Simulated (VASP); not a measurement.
Here is a VASP 6.6.1 calculation.

Contents of INCAR:

```
  PREC = Accurate
  ENCUT = 520
  EDIFF = 1E-8
  ISMEAR = 0
  SIGMA = 0.01
  LREAL = F
  LASPH = T
  NELM = 100
  ALGO = Normal
  ISIF = 2
  LWAVE = F
  LCHARG = F
  GGA = PE
  NBANDS = 31
  IBRION = 8
  NSW = 1
  LEPSILON = T
  LUSENCCL = F
```

Contents of KPOINTS:

```
regular mesh
0
Gamma
  4 4 4
```

Contents of POSCAR:

```
Mg3ZnS4
1.0
    5.6349098544      0.0000000000      0.0000000000
    0.0000000000      5.6349098544      0.0000000000
    0.0000000000      0.0000000000      5.6349098544
Mg Zn S
3 1 4
Direct
    0.5000000000      0.0000000000      0.5000000000
    0.5000000000      0.5000000000      0.0000000000
    0.0000000000      0.5000000000      0.5000000000
    0.0000000000      0.0000000000      0.0000000000
    0.2440964756      0.7559035244      0.7559035244
    0.2440964756      0.2440964756      0.2440964756
    0.7559035244      0.7559035244      0.2440964756
    0.7559035244      0.2440964756      0.7559035244
```

Potentials or basis: VASP PAW PBE potentials, release 64 (Mg, Zn, S).

The run is started by

```console
$ cat potpaw_PBE.64/Mg/POTCAR potpaw_PBE.64/Zn/POTCAR potpaw_PBE.64/S/POTCAR > POTCAR
$ mpirun -np 1 vasp_std > vasp.out
```

Problem. What does it give for the electronic dielectric tensor (diagonal)?

Solution. 4.46.

Problem. Estimate the Born charges (mean of the diagonal).

Solution. Mg +1.93; Zn +2.00; S -1.94 e.

Problem. What does it give for the highest phonon frequency at Γ, LO-TO splitting left out?

Solution. 331 cm⁻¹.

Born effective charge tensors (e):
atom 1, Mg
```
2.06 0.00 0.00
0.00 1.67 0.00
0.00 0.00 2.06
```
atom 2, Mg
```
2.06 0.00 0.00
0.00 2.06 0.00
0.00 0.00 1.67
```
atom 3, Mg
```
1.67 0.00 0.00
0.00 2.06 0.00
0.00 0.00 2.06
```
atom 4, Zn
```
2.00 0.00 0.00
0.00 2.00 0.00
0.00 0.00 2.00
```
atom 5, S
```
-1.94  0.12  0.12
 0.12 -1.94 -0.12
 0.12 -0.12 -1.94
```
atom 6, S
```
-1.94 -0.12 -0.12
-0.12 -1.94 -0.12
-0.12 -0.12 -1.94
```
atom 7, S
```
-1.94 -0.12  0.12
-0.12 -1.94  0.12
 0.12  0.12 -1.94
```
atom 8, S
```
-1.94  0.12 -0.12
 0.12 -1.94  0.12
-0.12  0.12 -1.94
```
